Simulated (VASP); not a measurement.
# Se (R-3m) in VASP: relaxation of cell and atoms with PBE

Aim: the relaxation of cell and atoms of Se with PBE.

Program: VASP 6.6.1. These are calculated values, not measurements. Logs are shortened: lines on timing, memory, paths and dates and some standing lists are left out, and cuts for length are marked.

## 1. The cell of the first run

The typed cell holds 2 atoms: a = 3.977 Å, b = 3.977 Å, c = 3.977 Å, α = 59.96°, β = 59.96°, γ = 59.96°.

This isn't the form of Se at room conditions, which is trigonal, of chains.

## 2. Relaxation of cell and atoms, PBE, target pressure 1.6 GPa, at which the enthalpy is minimised

File INCAR:

```
SYSTEM = Se
PREC     = Accurate       ! precision mode
ENCUT    = 600            ! plane-wave cutoff, eV
EDIFF    = 1E-7           ! SCF threshold, eV
ISMEAR   = -1             ! smearing method
SIGMA    = 0.1            ! smearing width, eV
LREAL    = .FALSE.        ! projectors in reciprocal space
LASPH    = .TRUE.         ! aspherical terms in the spheres
NELM     = 60             ! most SCF steps
ALGO     = Normal         ! electronic algorithm
ISIF     = 3              ! what is computed and relaxed
LWAVE    = .FALSE.        ! write WAVECAR
LCHARG   = .FALSE.        ! write CHGCAR
GGA      = PE             ! functional
IBRION   = 2              ! ionic algorithm
NSW      = 32             ! ionic steps
EDIFFG   = -0.005         ! ionic threshold
PSTRESS  = 16.0
```

File KPOINTS:

```
Automatic mesh
0
G
  12 12 12
  0 0 0
```

File POSCAR:

```
Se
1.0
    1.9871542159     -1.1472840215      3.2481029510
    0.0000000000      2.2945680430      3.2481029510
   -1.9871542159     -1.1472840215      3.2481029510
Se
2
Direct
    0.2500001096      0.2500001096      0.2500001096
   -0.2500001096     -0.2500001096     -0.2500001096
```

Potentials or basis: VASP PAW PBE potentials, release 64 (Se).

Command:

```console
$ cat potpaw_PBE.64/Se/POTCAR > POTCAR
$ mpirun -np 1 vasp_std > vasp.out
```

OUTCAR:

```text
SYSTEM = Se
   PREC = Accurate
   ENCUT = 600
   EDIFF = 1E-7
   ISMEAR = -1
   LREAL = .FALSE.
   LASPH = .TRUE.
   NELM = 60
   ISIF = 3
   GGA = PE
   IBRION = 2
   NSW = 32
   EDIFFG = -0.005
   PSTRESS = 16.0

 ion  position               nearest neighbor table
   1  0.250  0.250  0.250-
   2  0.750  0.750  0.750-

  LATTYP: Found a trigonal (rhomboedric) cell.
 ALAT       =     3.9768348324
 COS(alpha) =     0.5006350774

  Lattice vectors:

 A1 = (   1.9871542159,  -1.1472840215,   3.2481029510)
 A2 = (   0.0000000000,   2.2945680430,   3.2481029510)
 A3 = (  -1.9871542159,  -1.1472840215,   3.2481029510)

Analysis of symmetry for initial positions (statically):
=====================================================================
 Subroutine PRICEL returns following result:

  LATTYP: Found a trigonal (rhomboedric) cell.
 ALAT       =     2.8111550360
 COS(alpha) =     0.0006354810

  Lattice vectors:

 A1 = (   1.9871542159,   1.1472840215,   1.6240536115)
 A2 = (  -1.9871542159,   1.1472840215,   1.6240493395)
 A3 = (   0.0000000000,  -2.2945680430,   1.6240536115)

   2 primitive cells build up your supercell.

 Routine SETGRP: Setting up the symmetry group for a
 trigonal (rhombohedral) supercell.

 Subroutine GETGRP returns: Found 12 space group operations
 (whereof 12 operations were pure point group operations)
 out of a pool of 12 trial point group operations.

The static configuration has the point symmetry D_3d.

Analysis of symmetry for dynamics (positions and initial velocities):
=====================================================================
 Subroutine PRICEL returns following result:

  LATTYP: Found a trigonal (rhomboedric) cell.
 ALAT       =     2.8111550360
 COS(alpha) =     0.0006354810

  Lattice vectors:

 A1 = (   1.9871542159,   1.1472840215,   1.6240536115)
 A2 = (  -1.9871542159,   1.1472840215,   1.6240493395)
 A3 = (   0.0000000000,  -2.2945680430,   1.6240536115)

   2 primitive cells build up your supercell.

 Routine SETGRP: Setting up the symmetry group for a
 trigonal (rhombohedral) supercell.

 Subroutine GETGRP returns: Found 12 space group operations
 (whereof 12 operations were pure point group operations)
 out of a pool of 12 trial point group operations.

The dynamic configuration has the point symmetry D_3d.

 Subroutine INISYM returns: Found 12 space group operations
 (whereof 12 operations are pure point group operations),
 and found     2 'primitive' translations

----------------------------------------------------------------------------------------

                                     Primitive cell

  volume of cell :      22.2154

  direct lattice vectors                    reciprocal lattice vectors
     1.987154216  1.147284022  1.624053611     0.251615882  0.145270752  0.205247920
    -1.987154216  1.147284021  1.624049340    -0.251616324  0.145270752  0.205247920
     0.000000000 -2.294568043  1.624053611    -0.000000221 -0.290541122  0.205247920

  length of vectors
     2.811155036  2.811152568  2.811155036     0.355725811  0.355726123  0.355725811

  position of ions in fractional coordinates (direct lattice)
     0.500000000  0.500000000  0.500000000

  ion indices of the primitive-cell ions
   primitive index   ion index
                 1           1

----------------------------------------------------------------------------------------

 KPOINTS: Automatic mesh

Automatic generation of k-mesh.
 Grid dimensions read from file:
 generate k-points for:   12   12   12

 Generating k-lattice:

  Cartesian coordinates                     Fractional coordinates (reciprocal lattice)
     0.020968009 -0.012105885  0.008552000     0.083333333 -0.000000000 -0.000000000
     0.000000000  0.024211771  0.008552000    -0.000000000  0.083333333 -0.000000000
    -0.020968009 -0.012105885  0.008552000    -0.000000000 -0.000000000  0.083333333

  Length of vectors
     0.025677744  0.025677744  0.025677744

  Shift w.r.t. Gamma in fractional coordinates (k-lattice)
     0.000000000  0.000000000  0.000000000

 Subroutine IBZKPT returns following result:
 ===========================================

 Found    189 irreducible k-points:

 Following reciprocal coordinates:
            Coordinates               Weight
  0.000000  0.000000  0.000000      1.000000
  0.083333  0.000000  0.000000      6.000000
  0.166667  0.000000 -0.000000      6.000000
  0.250000 -0.000000  0.000000      6.000000
  0.333333  0.000000  0.000000      6.000000
  0.416667  0.000000 -0.000000      6.000000
[... 16 lines left out ...]
  0.500000  0.166667 -0.000000     12.000000
 -0.416667  0.166667  0.000000     12.000000
 [... further k-points ...]
   k-points           NKPTS =    189   k-points in BZ     NKDIM =    189   number of bands    NBANDS=     10
   number of dos      NEDOS =    301   number of ions     NIONS =      2
   total plane-waves  NPLWV =  32768
   dimension x,y,z NGX =    32 NGY =   32 NGZ =   32
   dimension x,y,z NGXF=    64 NGYF=   64 NGZF=   64
   ions per type =               2
   NGX,Y,Z   is equivalent  to a cutoff of  13.38, 13.38, 13.38 a.u.
   NGXF,Y,Z  is equivalent  to a cutoff of  26.75, 26.75, 26.75 a.u.
 SYSTEM =  Se
   PREC   = accura    normal or accurate (medium, high low for compatibility)
   ISTART =      0    job   : 0-new  1-cont  2-samecut
   ICHARG =      2    charge: 1-file 2-atom 10-const
   ISPIN  =      1    spin polarized calculation?
   LNONCOLLINEAR =      F non collinear calculations
   LSORBIT =      F    spin-orbit coupling
   LASPH  =      T    aspherical Exc in radial PAW
   ENCUT  =  600.0 eV  44.10 Ry    6.64 a.u.   7.94  7.94  7.94*2*pi/ulx,y,z
   NELM   =     60;   NELMIN=  2; NELMDL= -5     # of ELM steps
   EDIFF  = 0.1E-06   stopping-criterion for ELM
   LREAL  =      F    real-space projection
   EDIFFG = -.5E-02   stopping-criterion for IOM
   NSW    =     32    number of steps for IOM
   IBRION =      2    ionic relax: 0-MD 1-quasi-New 2-CG
   NFREE  =      1    steps in history (QN), initial steepest desc. (CG)
   ISIF   =      3    stress and relaxation
   ISYM   =      2    0-nonsym 1-usesym 2-fastsym
   POTIM  = 0.5000    time-step for ionic-motion
   TEBEG  =    0.0;   TEEND  =   0.0 temperature during run
   PSTRESS=   16.0 pullay stress
   NELECT =      12.0000    total number of electrons
   NUPDOWN=      -1.0000    fix difference up-down
   EMIN   =  10.00;   EMAX   =-10.00  energy-range for DOS
   EFERMI =   0.00;   METHOD = LEGACY
   ISMEAR =    -1;   SIGMA  =   0.10  broadening in eV -4-tet -1-fermi 0-gaus
   EFERMI_NEDOS =   21; number of points for ismear=-14 and -15
   IALGO  =     38    algorithm
   IMIX   =      4    mixing-type and parameters
     AMIX     =   0.40;   BMIX     =  1.00
     AMIX_MAG =   1.60;   BMIX_MAG =  1.00
  volume/ion in A,a.u.               =      22.22       149.92
  Fermi-wavevector in a.u.,A,eV,Ry     =   1.058215  1.999737 15.236073  1.119820
  Thomas-Fermi vector in A             =   2.193517
   LORBIT       =      0    0 simple, 1 ext, 2 COOP (PROOUT), +10 PAW based schemes
   GGA     = PE    functional components
   LHFCALC =     F    Hartree Fock is set to
   AEXX    =    0.0000 exact exchange contribution
   IVDW    =     0    specifies the selected vdW correction
   LEPSILON=     F    determine dielectric tensor
   LRPA    =     F    only Hartree local field effects (RPA)
 conjugate gradient relaxation of ions
 non-spin polarized calculation
  energy-cutoff  :      600.00
  volume of cell :       44.43
 maximum number of plane-waves:      1524
   NGX = 15   NGY = 15   NGZ = 15

 number of electron      11.9999999 magnetization

 Free energy of the ion-electron system (eV)
  ---------------------------------------------------
  ext. energy  EPLUGINS =         0.00000000
  ---------------------------------------------------
  free energy    TOTEN  =        -6.66919620 eV

  energy without entropy =       -6.63484119  energy(sigma->0) =       -6.65201869

 E-fermi :   4.9054     XC(G=0):  -9.9956

 val. band max:        4.8887230097   @ k =  -0.4167   0.4167   0.1667
 cond. band min:       4.9279960951   @ k =   0.5000   0.1667  -0.0000
 fundamental gap:      0.0392730854
 Fermi energy:         4.9054427987

 k-point     1 :       0.0000    0.0000    0.0000
  band No.  band energies     occupation
      1     -11.2864      2.00000
      2      -4.8785      2.00000
      3       1.5104      2.00000
      4       1.5206      2.00000
      5       1.5206      2.00000
      6       6.3198      0.00000
      7       6.3198      0.00000
      8       6.3248      0.00000
      9      10.6938      0.00000
     10      10.7031      0.00000

 k-point     2 :       0.0833    0.0000    0.0000
  band No.  band energies     occupation
      1     -11.2106      2.00000
      2      -5.0591      2.00000
      3       1.5324      2.00000
      4       1.5415      2.00000
      5       1.5855      2.00000
      6       6.0532      0.00002
      7       6.0568      0.00002
      8       6.0737      0.00002
      9      10.6644      0.00000
     10      10.8634      0.00000

 k-point     3 :       0.1667    0.0000   -0.0000
  band No.  band energies     occupation
      1     -10.9848      2.00000
      2      -5.5552      2.00000
      3       1.6019      2.00000
      4       1.6102      2.00000
      5       1.7542      2.00000
      6       5.4152      0.01214
      7       5.4175      0.01187
      8       5.4780      0.00650
      9      10.7232      0.00000
     10      11.3471      0.00000
[... 248 lines left out ...]
 k-point    23 :       0.5000    0.1667   -0.0000
  band No.  band energies     occupation
      1      -9.0972      2.00000
      2      -8.0904      2.00000
      3       0.2483      2.00000
      4       1.1146      2.00000
      5       1.2178      2.00000
      6       4.7185      1.73281
      7       4.9280      0.88771
      8       5.6485      0.00118
      9      11.3892      0.00000
     10      14.3632      0.00000

 k-point    24 :      -0.4167    0.1667    0.0000
  band No.  band energies     occupation
      1      -8.8209      2.00000
      2      -8.4061      2.00000
      3      -0.0470      2.00000
      4       1.5142      2.00000
      5       1.6200      2.00000
      6       4.0982      1.99938
      7       4.3695      1.99063
      8       6.1734      0.00001
      9      12.7391      0.00000
     10      13.0514      0.00000

 [... further k-points ...]
[... 5 lines left out ...]
  --------------------------------------------------------------------------------------
  -------------------------------------------------------------------------------------
  Total        0.4520607      0.4520607      0.4477795     -0.0000000      0.0000000      0.0000000
  in kB       16.3013574     16.3013574     16.1469787     -0.0000000      0.0000000      0.0000000
  external PRESSURE =       0.2498978 kB  Pullay stress =      16.0000000 kB

 VOLUME and BASIS-vectors are now :
 -----------------------------------------------------------------------------
  energy-cutoff  :      600.00
  volume of cell :       44.43
      direct lattice vectors                 reciprocal lattice vectors
     1.987154216 -1.147284021  3.248102951     0.251616103 -0.145270625  0.102624005
     0.000000000  2.294568043  3.248102951     0.000000000  0.290541250  0.102624005
    -1.987154216 -1.147284021  3.248102951    -0.251616103 -0.145270625  0.102624005

 POSITION                                       TOTAL-FORCE (eV/Angst)
 -----------------------------------------------------------------------------------
      0.00000      0.00000      2.43608         0.000000      0.000000      0.000000
      0.00000      0.00000      7.30823         0.000000      0.000000     -0.000000
 -----------------------------------------------------------------------------------
    total drift:                               -0.000000     -0.000000      0.000000

  FREE ENERGIE OF THE ION-ELECTRON SYSTEM (eV)
  ---------------------------------------------------
  free  energy   TOTEN  =        -6.6691961969 eV

  energy  without entropy=       -6.6348411923  energy(sigma->0) =       -6.65201869

  enthalpy is  TOTEN    =        -6.2254925950 eV   P V=        0.4437036019

 reached required accuracy - stopping structural energy minimisation
```

Wall time 90 s (1 thread of Intel Xeon 8259CL, shared host); peak memory 0.24 GiB.

What came out:

* Free energy: -6.6692 eV
* Pressure after relaxing: 1.6 GPa
* Band gap on the k mesh: zero (bands 6 and 7 overlap by 4.80 eV)

Final structure:
```yaml
crystal:
  lattice:
    - [1.98715, -1.14728, 3.24810]
    - [0.00000, 2.29457, 3.24810]
    - [-1.98715, -1.14728, 3.24810]
  atoms:
    - { symbol: Se, position: [0.25000, 0.25000, 0.25000] }
    - { symbol: Se, position: [0.75000, 0.75000, 0.75000] }
```

Caveat: the cell is relaxed towards a set pressure, so the run minimises the enthalpy, not the energy.

The gap in the log of VASP goes by the Fermi energy; the results here count the filled bands.